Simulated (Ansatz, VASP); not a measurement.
**One calculation of SnO2, two programs**

```
CELL_PARAMETERS angstrom
-1.92619 1.92619 5.55358
1.92619 -1.92619 5.55358
1.92619 1.92619 -5.55358
ATOMIC_POSITIONS crystal
Sn 0.75000 0.25000 0.50000
Sn 0.00000 0.00000 0.00000
O 0.80470 0.80470 0.00000
O 0.94530 0.44530 0.50000
O 0.19530 0.19530 0.00000
O 0.55470 0.05470 0.50000
```

Alike in both runs: functional PBEsol; k mesh 10 × 10 × 10; occupations gaussian, width 0.05 eV; no spin polarisation.

Ansatz relaxed the structure, and its values are those at the end. VASP's run is a single point on that final structure, the one shown.

|  | VASP | Ansatz |
| --- | --- | --- |
| version | VASP 6.6.1 | Ansatz 0.2.0 |
| potentials or method | VASP PAW PBE potentials, release 64 (Sn_d, O), cutoff 520 eV | scalar-relativistic, plane waves, PAW |
| valence electrons in the cell | 52 | 52 |

|  | VASP | Ansatz | Ansatz less VASP |
| --- | --- | --- | --- |
| gap on the k mesh at the Fermi level (eV) | 1.43 | 1.43 | +0.005 |
| least direct gap on the mesh (eV) | 1.63 | 1.64 | +0.003 |
| pressure (GPa) | 2.3 | 1.6 | -0.66 |

VASP's potentials were made for PBE, not for PBEsol, and Ansatz warns of the same on its side. Ansatz's warnings: stress scf threshold loose.
